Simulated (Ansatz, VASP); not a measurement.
One calculation of LiF, two programs

```
Li F
1.0
     2.55953    0.00000    0.00000
     0.00000    2.55953    0.00000
     0.00000    0.00000    2.55953
Li F
1 1
Direct
  0.00000 0.00000 0.00000
  0.50000 0.50000 0.58791
```

Change from the starting cell: all F atoms moved +0.225 Å, as atom 2 along Cartesian [0 0 1].

Alike in both runs: task single point; functional r2SCAN; k mesh 10 × 10 × 10; occupations gaussian, width 0.05 eV; no spin polarisation.

|  | VASP | Ansatz |
| --- | --- | --- |
| version | VASP 6.6.1 | Ansatz 0.2.0 |
| potentials or method | VASP PAW PBE potentials, release 64 (Li_sv, F), cutoff 520 eV | scalar-relativistic, plane waves, PAW |
| valence electrons in the cell | 10 | 10 |

|  | VASP | Ansatz | Ansatz less VASP |
| --- | --- | --- | --- |
| gap on the k mesh at the Fermi level (eV) | 8.57 | 8.40 | -0.174 |
| least direct gap on the mesh (eV) | 9.22 | 9.04 | -0.179 |
| rms of the force components (eV/Å) | 0.053 | 0.048 | -0.0052 |

VASP's potentials were made for PBE, not for r2SCAN. Atom by atom the forces differ by 0.005 eV/Å (rms over components).

Noted on VASP's run: the cutoff is short for stress, so the pressure is rough.
